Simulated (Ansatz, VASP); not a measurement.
**One calculation of Ge, two programs**

File POSCAR:

```
Ge
1.0
    0.0208510203      2.8368735119      2.8368735119
    2.8368735119      0.0208510203      2.8368735119
    2.8577245322      2.8577245322      0.0000000000
Ge
2
Direct
    0.0009085316      0.0009085316     -0.0009085316
    0.2490914684      0.2490914684      0.2509085316
```

INCAR.step1

```
PREC = Accurate
ENCUT = 520
ISMEAR = -1
SIGMA = 0.02
LREAL = F
LASPH = T
NELM = 80
NBANDS = 21
GGA = PE
ALGO = Normal
EDIFF = 1E-4
LWAVE = T
LCHARG = F
```

The input INCAR.step2:

```
PREC = Accurate
ENCUT = 520
EDIFF = 1E-6
ISMEAR = -1
SIGMA = 0.02
LREAL = F
LASPH = T
NELM = 80
ALGO = Normal
ISIF = 2
LWAVE = F
LCHARG = F
METAGGA = R2SCAN
LMIXTAU = T
NBANDS = 21
ISTART = 1
```

The input KPOINTS:

```
regular mesh
0
Gamma
  8 8 8
```

Input for Ansatz:

```yaml
crystal:
  lattice:
    - [0.0208510203, 2.8368735119, 2.8368735119]
    - [2.8368735119, 0.0208510203, 2.8368735119]
    - [2.8577245322, 2.8577245322, 0.0]
  atoms:
    - { symbol: Ge, position: [0.0009085316, 0.0009085316, -0.0009085316] }
    - { symbol: Ge, position: [0.2490914684, 0.2490914684, 0.2509085316] }
kpoints:
  mp_grid: { grid: [8, 8, 8] }
  band_path:
    path:
      - [0.0, 0.0, 0.0]
      - [0.5, 0.0, 0.5]
      - [0.625, 0.25, 0.625]
      - [0.375, 0.375, 0.75]
      - [0.5, 0.5, 0.5]
      - [0.5, 0.25, 0.75]
    npoints: 1
hamiltonian:
  xc: r2scan
scf:
  occupations: { method: fermi_dirac, width: 0.02 }
  n_extra_bands: 4
output:
  forces: true
  stress: true
  eigenvalues: true
```

Change from the starting cell: shear_xy strain +1.5%.

Alike in both runs: task single point; functional r2SCAN; k mesh 8 × 8 × 8; occupations fermi-dirac, width 0.02 eV; no spin polarisation.

|  | VASP | Ansatz |
| --- | --- | --- |
| version | VASP 6.6.1 | Ansatz 0.2.0 |
| potentials or method | VASP PAW PBE potentials, release 64 (Ge_d) | plane waves, PAW |
| plane-wave cutoff (eV) | 520 | 500 |
| valence electrons in the cell | 28 | 28 |

VASP gave:

| Item | Value |
| --- | --- |
| pressure (GPa) | 0.1 |
| traceless stress, the component that is largest in VASP (GPa) | -0.97 |

What did Ansatz give for the same quantities?

Pressure (GPa): 0.0; traceless stress, the component that is largest in VASP (GPa): -0.98.

VASP's potentials were made for PBE, not for r2SCAN.
